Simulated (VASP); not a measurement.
# InAs (zincblende type) (F-43m) in VASP: notebook

Runs on InAs (zincblende type). Level: PBE. Tasks: relaxation of cell and atoms, single point.

Program: VASP 6.6.1. These are calculated values, not measurements. Logs are shortened: lines on timing, memory, paths and dates and some standing lists are left out, and cuts for length are marked.

### 1 The cell of the first run

It takes space group F-43m (No. 216, cubic). Conventional cell: a = 6.214 Å, b = 6.214 Å, c = 6.214 Å, α = 90.00°, β = 90.00°, γ = 90.00°. In (site symmetry -43m) has 4 As at 2.69 Å within 3.5 Å. Within 3.5 Å of As (site symmetry -43m) lie 4 In at 2.69 Å.

### 2 Relaxation of cell and atoms, PBE

File INCAR:

```
SYSTEM = InAs
PREC = Accurate ; ENCUT = 600
EDIFF = 1E-6 ; ISMEAR = -1
SIGMA = 0.08 ; LREAL = .False.
LASPH = .True. ; NELM = 100
ALGO = Normal ; ISIF = 3
LWAVE = .False. ; LCHARG = .False.
GGA = PE ; IBRION = 2
NSW = 60 ; EDIFFG = -0.005
```

File KPOINTS:

```
regular mesh
0
Gamma
  11 11 11
  0 0 0
```

File POSCAR:

```
InAs
1.0
    0.0000000000      3.1072325060      3.1072325060
    3.1072325060      0.0000000000      3.1072325060
    3.1072325060      3.1072325060      0.0000000000
In As
1 1
Direct
    0.0000000000      0.0000000000      0.0000000000
    0.2500000000      0.2500000000      0.2500000000
```

Potentials or basis: VASP PAW PBE potentials, release 64 (In_d, As).

Command:

```bash
$ cat potpaw_PBE.64/In_d/POTCAR potpaw_PBE.64/As/POTCAR > POTCAR
$ mpirun -np 1 vasp_std > vasp.out
```

OUTCAR:

```text
SYSTEM = InAs
   PREC = Accurate
   ENCUT = 600
   EDIFF = 1E-6
   ISMEAR = -1
   LREAL = .False.
   LASPH = .True.
   NELM = 100
   ISIF = 3
   GGA = PE
   IBRION = 2
   NSW = 60
   EDIFFG = -0.005

 ion  position               nearest neighbor table
   1  0.000  0.000  0.000-   2 2.69   2 2.69   2 2.69   2 2.69
   2  0.250  0.250  0.250-   1 2.69   1 2.69   1 2.69   1 2.69

  LATTYP: Found a face centered cubic cell.
 ALAT       =     6.2144650120

  Lattice vectors:

 A1 = (   0.0000000000,   3.1072325060,   3.1072325060)
 A2 = (   3.1072325060,   0.0000000000,   3.1072325060)
 A3 = (   3.1072325060,   3.1072325060,   0.0000000000)

Analysis of symmetry for initial positions (statically):
=====================================================================
 Subroutine PRICEL returns:
 Original cell was already a primitive cell.

 Routine SETGRP: Setting up the symmetry group for a
 face centered cubic supercell.

 Subroutine GETGRP returns: Found 24 space group operations
 (whereof 24 operations were pure point group operations)
 out of a pool of 48 trial point group operations.

The static configuration has the point symmetry T_d .

Analysis of symmetry for dynamics (positions and initial velocities):
=====================================================================
 Subroutine PRICEL returns:
 Original cell was already a primitive cell.

 Routine SETGRP: Setting up the symmetry group for a
 face centered cubic supercell.

 Subroutine GETGRP returns: Found 24 space group operations
 (whereof 24 operations were pure point group operations)
 out of a pool of 48 trial point group operations.

The dynamic configuration has the point symmetry T_d .

 Subroutine INISYM returns: Found 24 space group operations
 (whereof 24 operations are pure point group operations),
 and found     1 'primitive' translations

----------------------------------------------------------------------------------------

                                     Primitive cell

  volume of cell :      60.0000

  direct lattice vectors                    reciprocal lattice vectors
     0.000000000  3.107232506  3.107232506    -0.160914897  0.160914897  0.160914897
     3.107232506  0.000000000  3.107232506     0.160914897 -0.160914897  0.160914897
     3.107232506  3.107232506  0.000000000     0.160914897  0.160914897 -0.160914897

  length of vectors
     4.394290351  4.394290351  4.394290351     0.278712778  0.278712778  0.278712778

  position of ions in fractional coordinates (direct lattice)
     0.000000000  0.000000000  0.000000000
     0.250000000  0.250000000  0.250000000

  ion indices of the primitive-cell ions
   primitive index   ion index
                 1           1
                 2           2

----------------------------------------------------------------------------------------

 KPOINTS: regular mesh

Automatic generation of k-mesh.
 Grid dimensions read from file:
 generate k-points for:   11   11   11

 Generating k-lattice:

  Cartesian coordinates                     Fractional coordinates (reciprocal lattice)
    -0.014628627  0.014628627  0.014628627     0.090909091  0.000000000  0.000000000
     0.014628627 -0.014628627  0.014628627     0.000000000  0.090909091  0.000000000
     0.014628627  0.014628627 -0.014628627     0.000000000  0.000000000  0.090909091

  Length of vectors
     0.025337525  0.025337525  0.025337525

  Shift w.r.t. Gamma in fractional coordinates (k-lattice)
     0.000000000  0.000000000  0.000000000

 Subroutine IBZKPT returns following result:
 ===========================================

 Found     56 irreducible k-points:

 Following reciprocal coordinates:
            Coordinates               Weight
  0.000000  0.000000  0.000000      1.000000
  0.090909  0.000000  0.000000      8.000000
  0.181818  0.000000  0.000000      8.000000
  0.272727  0.000000  0.000000      8.000000
  0.363636  0.000000  0.000000      8.000000
  0.454545  0.000000  0.000000      8.000000
[... 16 lines left out ...]
 -0.272727  0.181818  0.000000     24.000000
 -0.181818  0.181818  0.000000     12.000000
 [... further k-points ...]
   k-points           NKPTS =     56   k-points in BZ     NKDIM =     56   number of bands    NBANDS=     13
   number of dos      NEDOS =    301   number of ions     NIONS =      2
   total plane-waves  NPLWV =  46656
   dimension x,y,z NGX =    36 NGY =   36 NGZ =   36
   dimension x,y,z NGXF=    72 NGYF=   72 NGZF=   72
   ions per type =               1   1
   NGX,Y,Z   is equivalent  to a cutoff of  13.62, 13.62, 13.62 a.u.
   NGXF,Y,Z  is equivalent  to a cutoff of  27.24, 27.24, 27.24 a.u.
 SYSTEM =  InAs
   PREC   = accura    normal or accurate (medium, high low for compatibility)
   ISTART =      0    job   : 0-new  1-cont  2-samecut
   ICHARG =      2    charge: 1-file 2-atom 10-const
   ISPIN  =      1    spin polarized calculation?
   LNONCOLLINEAR =      F non collinear calculations
   LSORBIT =      F    spin-orbit coupling
   LASPH  =      T    aspherical Exc in radial PAW
   ENCUT  =  600.0 eV  44.10 Ry    6.64 a.u.   8.78  8.78  8.78*2*pi/ulx,y,z
   NELM   =    100;   NELMIN=  2; NELMDL= -5     # of ELM steps
   EDIFF  = 0.1E-05   stopping-criterion for ELM
   LREAL  =      F    real-space projection
   EDIFFG = -.5E-02   stopping-criterion for IOM
   NSW    =     60    number of steps for IOM
   IBRION =      2    ionic relax: 0-MD 1-quasi-New 2-CG
   NFREE  =      1    steps in history (QN), initial steepest desc. (CG)
   ISIF   =      3    stress and relaxation
   ISYM   =      2    0-nonsym 1-usesym 2-fastsym
   POTIM  = 0.5000    time-step for ionic-motion
   TEBEG  =    0.0;   TEEND  =   0.0 temperature during run
   PSTRESS=    0.0 pullay stress
   NELECT =      18.0000    total number of electrons
   NUPDOWN=      -1.0000    fix difference up-down
   EMIN   =  10.00;   EMAX   =-10.00  energy-range for DOS
   EFERMI =   0.00;   METHOD = LEGACY
   ISMEAR =    -1;   SIGMA  =   0.08  broadening in eV -4-tet -1-fermi 0-gaus
   EFERMI_NEDOS =   21; number of points for ismear=-14 and -15
   IALGO  =     38    algorithm
   IMIX   =      4    mixing-type and parameters
     AMIX     =   0.40;   BMIX     =  1.00
     AMIX_MAG =   1.60;   BMIX_MAG =  1.00
  volume/ion in A,a.u.               =      30.00       202.45
  Fermi-wavevector in a.u.,A,eV,Ry     =   1.095928  2.071003 16.341381  1.201058
  Thomas-Fermi vector in A             =   2.232260
   LORBIT       =      0    0 simple, 1 ext, 2 COOP (PROOUT), +10 PAW based schemes
   GGA     = PE    functional components
   LHFCALC =     F    Hartree Fock is set to
   AEXX    =    0.0000 exact exchange contribution
   IVDW    =     0    specifies the selected vdW correction
   LEPSILON=     F    determine dielectric tensor
   LRPA    =     F    only Hartree local field effects (RPA)
 conjugate gradient relaxation of ions
 non-spin polarized calculation
  energy-cutoff  :      600.00
  volume of cell :       60.00
 maximum number of plane-waves:      2017
   NGX = 17   NGY = 17   NGZ = 17

--------------------------------------- Ionic step        1  -------------------------------------------

 number of electron      17.9999997 magnetization

 Free energy of the ion-electron system (eV)
  ---------------------------------------------------
  ext. energy  EPLUGINS =         0.00000000
  ---------------------------------------------------
  free energy    TOTEN  =        -7.71856074 eV

  energy without entropy =       -7.71793364  energy(sigma->0) =       -7.71824719

------------------------ aborting loop because EDIFF is reached ----------------------------------------

  FORCE on cell =-STRESS in cart. coord.  units (eV):
  Direction    XX          YY          ZZ          XY          YZ          ZX
  --------------------------------------------------------------------------------------
  -------------------------------------------------------------------------------------
  Total       -0.2152171     -0.2152171     -0.2152171     -0.0000000      0.0000000      0.0000000
  in kB       -5.7469335     -5.7469335     -5.7469335     -0.0000000      0.0000000      0.0000000
  external PRESSURE =      -5.7469335 kB  Pullay stress =       0.0000000 kB
[... 57 lines left out ...]
  energy  without entropy=       -7.7191787561  energy(sigma->0) =       -7.71948139

--------------------------------------- Ionic step        3  -------------------------------------------

 number of electron      17.9999997 magnetization

 Free energy of the ion-electron system (eV)
  ---------------------------------------------------
  ext. energy  EPLUGINS =         0.00000000
  ---------------------------------------------------
  free energy    TOTEN  =        -7.71988792 eV

  energy without entropy =       -7.71927846  energy(sigma->0) =       -7.71958319

 E-fermi :   4.0242     XC(G=0):  -8.7904

 val. band max:        3.8282948454   @ k =   0.0000   0.0000   0.0000
 cond. band min:       4.5064755637   @ k =   0.0909   0.0000   0.0000
 fundamental gap:      0.6781807183
 Fermi energy:         4.0242139891

 k-point     1 :       0.0000    0.0000    0.0000
  band No.  band energies     occupation
      1     -10.4370      2.00000
      2     -10.4370      2.00000
      3     -10.4370      2.00000
      4     -10.3377      2.00000
      5     -10.3377      2.00000
      6      -7.6054      2.00000
      7       3.2791      1.99982
      8       3.8283      1.84098
      9       3.8283      1.84098
     10       3.8283      1.84098
     11       7.7007      0.00000
     12       7.7007      0.00000
     13       7.7007      0.00000
[... 353 lines left out ...]
 k-point    24 :      -0.1818    0.1818    0.0000
  band No.  band energies     occupation
      1     -10.5004      2.00000
      2     -10.4180      2.00000
      3     -10.4143      2.00000
      4     -10.3408      2.00000
      5     -10.3338      2.00000
      6      -6.8808      2.00000
      7      -0.0447      2.00000
      8       2.0783      2.00000
      9       3.3369      1.99963
     10       5.8982      0.00000
     11       8.1245      0.00000
     12       8.4823      0.00000
     13       8.8977      0.00000

 [... further k-points ...]

------------------------ aborting loop because EDIFF is reached ----------------------------------------

  FORCE on cell =-STRESS in cart. coord.  units (eV):
  Direction    XX          YY          ZZ          XY          YZ          ZX
  --------------------------------------------------------------------------------------
  -------------------------------------------------------------------------------------
  Total        0.0046158      0.0046158      0.0046158      0.0000000      0.0000000     -0.0000000
  in kB        0.1247663      0.1247663      0.1247663      0.0000000      0.0000000     -0.0000000
  external PRESSURE =       0.1247663 kB  Pullay stress =       0.0000000 kB
[... 17 lines left out ...]
  FREE ENERGIE OF THE ION-ELECTRON SYSTEM (eV)
  ---------------------------------------------------
  free  energy   TOTEN  =        -7.7198879214 eV

  energy  without entropy=       -7.7192784556  energy(sigma->0) =       -7.71958319

 reached required accuracy - stopping structural energy minimisation
```

Run time: 70 s. Hardware: 1 thread of Intel Xeon Platinum 8488C (Sapphire Rapids), shared host; peak memory 0.25 GiB.

Results:

```yaml
Free_energy: -7.7199 eV
Relaxed_volume: 29.64 Å³/atom
Relaxed_cell: a = 4.376 Å, b = 4.376 Å, c = 4.376 Å, α = 60.00°, β = 60.00°, γ = 60.00°
Space_group_after_relaxing_to_0.05_Å: F-43m (No. 216)
Energy_gained_by_relaxing: 0.7 meV/atom
Ionic_steps: 3
Pressure_after_relaxing: 0.0 GPa
Band_gap_on_the_k_mesh: zero (filled and empty bands touch)
```

The path:
```csv
step,energy change (eV),largest force (eV/Å),pressure (GPa),volume (Å³)
1,0.0000,0.0000,-0.57,60.00
2,-0.0012,0.0000,0.18,59.07
3,-0.0013,0.0000,0.01,59.27
```

Final structure:
```
In As
1.0
     0.00000    3.09464    3.09464
     3.09464    0.00000    3.09464
     3.09464    3.09464    0.00000
In As
1 1
Direct
  0.00000 0.00000 0.00000
  0.25000 0.25000 0.25000
```

Caveat: spin-orbit coupling is left out, which moves the levels of the heavy elements.

### 3 Single point, PBE (volume scaled by 0.55)

File INCAR:

```
SYSTEM = InAs
PREC = Accurate ; ENCUT = 520
EDIFF = 1E-7 ; ISMEAR = -1
SIGMA = 0.08 ; LREAL = .False.
LASPH = .True. ; NELM = 100
ALGO = Normal ; ISIF = 2
LWAVE = .False. ; LCHARG = .False.
GGA = PE ; NBANDS = 16
```

File KPOINTS:

```
Automatic mesh
0
Gamma
  11 11 11
  0 0 0
```

File POSCAR:

```
InAs
1.0
    0.0000000000      2.5344875686      2.5344875686
    2.5344875686      0.0000000000      2.5344875686
    2.5344875686      2.5344875686      0.0000000000
In As
1 1
Direct
    0.0000000000      0.0000000000      0.0000000000
    0.2500000000      0.2500000000      0.2500000000
```

Potentials or basis: VASP PAW PBE potentials, release 64 (In_d, As).

Command:

```bash
$ cat potpaw_PBE.64/In_d/POTCAR potpaw_PBE.64/As/POTCAR > POTCAR
$ mpirun -np 1 vasp_std > vasp.out
```

Wall time 27 s (1 thread of AMD EPYC 9R45 (Zen 5), shared host); peak memory 0.14 GiB.

Results (log left out):

```yaml
Free_energy: -2.1535 eV
Pressure: 115.9 GPa
Band_gap_on_the_k_mesh: 0.20 eV, indirect (least direct gap 2.05 eV)
```

Levels at points of the mesh, in eV from the valence-band top:
```tsv
k point	band 6	band 7	band 8	band 9	band 10	band 11	band 12	band 13
(0.00, 0.00, 0.00)	-16.51	0.00	0.00	0.00	2.05	3.61	3.61	3.61
```

Caveat: the cell differs from its parent crystal (volume scaled by 0.55); spin-orbit coupling is left out, which moves the levels of the heavy elements. A k mesh can miss the band edges.

### 4 Single point, PBE (volume scaled by 0.55)

File INCAR:

```
ALGO = Normal
EDIFF = 1E-6
ENCUT = 520
GGA = PE
ISIF = 2
ISMEAR = -1
LASPH = T
LCHARG = T
LELF = T
LREAL = F
LVHAR = T
LWAVE = F
NBANDS = 16
NELM = 60
PREC = Accurate
SIGMA = 0.08
```

File KPOINTS:

```
k-points
0
Gamma
  11 11 11
```

POSCAR is that of step 3.

Potentials or basis: VASP PAW PBE potentials, release 64 (In_d, As).

Command:

```bash
$ cat potpaw_PBE.64/In_d/POTCAR potpaw_PBE.64/As/POTCAR > POTCAR
$ mpirun -np 1 vasp_std > vasp.out
```

OUTCAR:

```text
EDIFF = 1E-6
   ENCUT = 520
   GGA = PE
   ISIF = 2
   ISMEAR = -1
   LASPH = T
   LREAL = F
   NELM = 60
   PREC = Accurate

 ion  position               nearest neighbor table
   1  0.000  0.000  0.000-   2 2.19   2 2.19   2 2.19   2 2.19
   2  0.250  0.250  0.250-   1 2.19   1 2.19   1 2.19   1 2.19

  LATTYP: Found a face centered cubic cell.
 ALAT       =     5.0689751372

  Lattice vectors:

[... 638 lines left out ...]
     16      24.3002      0.00000

 [... further k-points ...]

------------------------ aborting loop because EDIFF is reached ----------------------------------------

  FORCE on cell =-STRESS in cart. coord.  units (eV):
  Direction    XX          YY          ZZ          XY          YZ          ZX
  --------------------------------------------------------------------------------------
  -------------------------------------------------------------------------------------
  Total       23.5507525     23.5507525     23.5507525      0.0000000      0.0000000     -0.0000000
  in kB     1158.8170580   1158.8170580   1158.8170580      0.0000000      0.0000000     -0.0000000
  external PRESSURE =    1158.8170580 kB  Pullay stress =       0.0000000 kB

 VOLUME and BASIS-vectors are now :
 -----------------------------------------------------------------------------
  energy-cutoff  :      520.00
  volume of cell :       32.56
      direct lattice vectors                 reciprocal lattice vectors
     0.000000000  2.534487569  2.534487569    -0.197278537  0.197278537  0.197278537
     2.534487569  0.000000000  2.534487569     0.197278537 -0.197278537  0.197278537
     2.534487569  2.534487569  0.000000000     0.197278537  0.197278537 -0.197278537

 POSITION                                       TOTAL-FORCE (eV/Angst)
 -----------------------------------------------------------------------------------
      0.00000      0.00000      0.00000         0.000000      0.000000      0.000000
      1.26724      1.26724      1.26724        -0.000000     -0.000000     -0.000000
 -----------------------------------------------------------------------------------
    total drift:                               -0.000000     -0.000000     -0.000000

  FREE ENERGIE OF THE ION-ELECTRON SYSTEM (eV)
  ---------------------------------------------------
  free  energy   TOTEN  =        -2.1535232125 eV

  energy  without entropy=       -2.1526403875  energy(sigma->0) =       -2.15308180
```

stdout:

```text
POSCAR found type information on POSCAR InAs
 POSCAR found :  2 types and       2 ions
 scaLAPACK will be used
 LDA part: xc-table for (Slater+PW92), standard interpolation
 POSCAR, INCAR and KPOINTS ok, starting setup
 FFT: planning ... GRIDC
 FFT: planning ... GRID_SOFT
 FFT: planning ... GRID
 WAVECAR not read
 entering main loop
```

Run time: 22 s. Hardware: 1 thread of AMD EPYC 9R45 (Zen 5), shared host; peak memory 0.14 GiB.

What came out:

```yaml
Free_energy: -2.1535 eV
Pressure: 115.9 GPa
Band_gap_on_the_k_mesh: 0.20 eV, indirect (least direct gap 2.05 eV)
```

Levels at points of the mesh, in eV from the valence-band top:
| k point | band 6 | band 7 | band 8 | band 9 | band 10 | band 11 | band 12 | band 13 |
| --- | --- | --- | --- | --- | --- | --- | --- | --- |
| (0.00, 0.00, 0.00) | -16.51 | 0.00 | 0.00 | 0.00 | 2.05 | 3.61 | 3.61 | 3.61 |

Caveat: the cell differs from its parent crystal (volume scaled by 0.55); spin-orbit coupling is left out, which moves the levels of the heavy elements.

### 5 Single point, PBE (volume scaled by 0.64)

File INCAR:

```
  PREC = Accurate
  ENCUT = 520
  EDIFF = 1E-6
  ISMEAR = -1
  SIGMA = 0.08
  LREAL = F
  LASPH = T
  NELM = 80
  ALGO = Normal
  ISIF = 2
  LWAVE = F
  LCHARG = F
  GGA = PE
  NBANDS = 16
```

File KPOINTS:

```
regular mesh
0
Gamma
  11 11 11
```

File POSCAR:

```
InAs
1.0
    0.0000000000      2.6658104142      2.6658104142
    2.6658104142      0.0000000000      2.6658104142
    2.6658104142      2.6658104142      0.0000000000
In As
1 1
Direct
    0.0000000000      0.0000000000      0.0000000000
    0.2500000000      0.2500000000      0.2500000000
```

Command:

```bash
$ cat potpaw_PBE.64/In_d/POTCAR potpaw_PBE.64/As/POTCAR > POTCAR
$ mpirun -np 1 vasp_std > vasp.out
```

Run time: 20 s. Hardware: 1 thread of AMD EPYC 9R45 (Zen 5), shared host; peak memory 0.15 GiB.

The run converged. Its results:

| Property | Result |
| --- | --- |
| Free energy | -5.0089 eV |
| Pressure | 61.5 GPa |
| Band gap on the k mesh | 0.69 eV, indirect (least direct gap 1.61 eV) |

Levels at points of the mesh, in eV from the valence-band top:
```
           k point  band 7  band 8  band 9  band 10  band 11  band 12
(0.00, 0.00, 0.00)    0.00    0.00    0.00     1.61     3.82     3.82
```

Caveat: the cell differs from its parent crystal (volume scaled by 0.64); spin-orbit coupling is left out, which moves the levels of the heavy elements. A k mesh can miss the band edges.

### 6 Summary

| task | cell | cutoff (eV) | gap on the mesh (eV) | pressure (GPa) |
| --- | --- | --- | --- | --- |
| relaxation of cell and atoms | relaxed from a = 4.394 Å, angles 60.0°, 2 atoms | 600 | none | 0.0 |
| single point | a = 3.584 Å, angles 60.0°, 2 atoms | 520 | 0.20 | 115.9 |
| single point | a = 3.770 Å, angles 60.0°, 2 atoms | 520 | 0.69 | 61.5 |

Alike in all rows: level PBE; potentials or basis VASP PAW PBE potentials, release 64 (In_d, As); no spin polarisation; k mesh 11 × 11 × 11; smearing fermi-dirac 0.08 eV.

Caveats: spin-orbit coupling is left out, which moves the levels of the heavy elements.

Total energies depend on the potentials used, so only differences within one code and one set of settings carry meaning.
